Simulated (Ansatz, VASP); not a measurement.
Cu3N in VASP and in Ansatz

The input INCAR:

```
PREC = Accurate
ENCUT = 600
EDIFF = 1E-6
ISMEAR = 0
SIGMA = 0.01
LREAL = False
LASPH = True
NELM = 120
ALGO = Normal
ISIF = 2
LWAVE = False
LCHARG = False
GGA = PE
NBANDS = 27
GGA_COMPAT = False
```

File KPOINTS:

```
Automatic mesh
0
Gamma
  10 10 10
```

The input POSCAR:

```
Cu3N
1.0
    3.8651868904      0.0000000000      0.0000000000
    0.0000000000      3.8651868904      0.0000000000
    0.0000000000      0.0000000000      3.8651868904
Cu N
3 1
Direct
    0.5000000000      0.0000000000      0.0000000000
    0.0000000000      0.5000000000      0.0000000000
    0.0000000000      0.0000000000      0.5000000000
    0.0000000000      0.0000000000      0.0000000000
```

Input for Ansatz:

```yaml
crystal:
  lattice:
    - [3.8651868904, 0.0, 0.0]
    - [0.0, 3.8651868904, 0.0]
    - [0.0, 0.0, 3.8651868904]
  atoms:
    - { symbol: Cu, position: [0.5, 0.0, 0.0] }
    - { symbol: Cu, position: [0.0, 0.5, 0.0] }
    - { symbol: Cu, position: [0.0, 0.0, 0.5] }
    - { symbol: "N", position: [0.0, 0.0, 0.0] }
basis:
  ecutwfc: 420
kpoints:
  mp_grid: { grid: [10, 10, 10] }
hamiltonian:
  xc: pbe
scf:
  occupations: { method: gaussian, width: 0.01 }
output:
  forces: true
  stress: true
  eigenvalues: true
```

Alike in both runs: task single point; functional PBE; k mesh 10 × 10 × 10; occupations gaussian, width 0.01 eV; no spin polarisation.

```csv
,VASP,Ansatz
version,VASP 6.6.1,Ansatz 0.2.0
potentials or method,"VASP PAW PBE potentials, release 64 (Cu, N), cutoff 600 eV","scalar-relativistic, plane waves, PAW"
valence electrons in the cell,38,62
```

|  | VASP | Ansatz | Ansatz less VASP |
| --- | --- | --- | --- |
| gap on the k mesh at the Fermi level (eV) | 0.34 | 0.32 | -0.024 |
| least direct gap on the mesh (eV) | 0.87 | 0.84 | -0.027 |
| pressure (GPa) | -2.4 | -3.2 | -0.76 |

VASP's potentials hold 38 valence electrons a cell and Ansatz's 62, so a difference there can come from the potentials and not from the codes.
